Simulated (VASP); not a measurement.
A run of VASP 6.6.1 is set up as follows.

The input INCAR:

```
SYSTEM = Si2N
  ALGO = Normal
  EDIFF = 1E-7
  ENCUT = 520
  GGA = PE
  ISIF = 2
  ISMEAR = 0
  ISPIN = 2
  LASPH = .True.
  LCHARG = .False.
  LORBIT = 11
  LREAL = .False.
  LWAVE = .False.
  MAGMOM = 0 0 1
  NBANDS = 18
  NELM = 150
  PREC = Accurate
  SIGMA = 0.1
```

KPOINTS

```
k-points
0
Gamma
  8 8 8
  0 0 0
```

Contents of POSCAR:

```
Si2N
1.0
   -1.3114853124      1.8113361508      3.9827687092
    1.3114853124     -1.8113361508      3.9827687092
    1.3114853124      1.8113361508     -3.9827687092
Si N
2 1
Direct
    0.8307786743      0.3307786743      0.5000000000
    0.1692213257      0.6692213257      0.5000000000
    0.0000000000      0.0000000000      0.0000000000
```

Potentials or basis: VASP PAW PBE potentials, release 64 (Si, N).

Launch:

```bash
$ cat potpaw_PBE.64/Si/POTCAR potpaw_PBE.64/N/POTCAR > POTCAR
$ mpirun -np 1 vasp_std > vasp.out
```

**Question.** What does it give for the pressure?

**Answer.** -0.1 GPa.

**Question.** Estimate the net moment.

**Answer.** 0.00 μB per cell.

**Question.** Predict the largest force.

**Answer.** 0.011 eV/Å.

Forces on the atoms (eV/Å):
```
Si   0.000  0.000  0.011
Si   0.000  0.000 -0.011
N    0.000  0.000  0.000
```

Caveat: the k points lie up to 0.37 Å⁻¹ apart.
